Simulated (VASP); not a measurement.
Here is a VASP 6.6.1 calculation.

The input POSCAR:

```
V
1.0
    2.3274012951      0.0000000000      0.0000000000
    0.0000000000      2.3274012951      0.0000000000
    0.0000000000      0.0000000000      2.3274012951
V
1
Direct
    0.0000000000      0.0000000000      0.0000000000
```

INCAR.step1

```
SYSTEM = V
PREC = Accurate
ENCUT = 520
ISMEAR = -1
SIGMA = 0.1
LREAL = .False.
LASPH = .True.
NELM = 100
NBANDS = 12
GGA = PE
ALGO = Normal
EDIFF = 1E-4
LWAVE = .True.
LCHARG = .False.
```

Contents of INCAR.step2:

```
SYSTEM = V
PREC = Accurate
ENCUT = 520
EDIFF = 1E-6
ISMEAR = -1
SIGMA = 0.1
LREAL = .False.
LASPH = .True.
NELM = 100
ALGO = Normal
ISIF = 2
LWAVE = .False.
LCHARG = .True.
METAGGA = R2SCAN
LMIXTAU = .True.
LELF = .True.
LVHAR = .True.
NBANDS = 12
ISTART = 1
```

KPOINTS

```
Automatic mesh
0
Gamma
  14 14 14
  0 0 0
```

Potentials or basis: VASP PAW PBE potentials, release 64 (V_sv).

Run with:

```bash
$ cat potpaw_PBE.64/V_sv/POTCAR > POTCAR
$ cp INCAR.step1 INCAR
$ mpirun -np 1 vasp_std > vasp.out
$ cp INCAR.step2 INCAR
$ mpirun -np 1 vasp_std > vasp.out
```

Q: Predict the pressure.

A: 25.4 GPa.

Q: Predict the band gap on the k mesh.

A: Zero (an odd number of electrons rules out a gap without spin polarisation).

Caveat: the cell stands under pressure; the PAW data sets were made with another functional, which shifts forces and pressure a little.
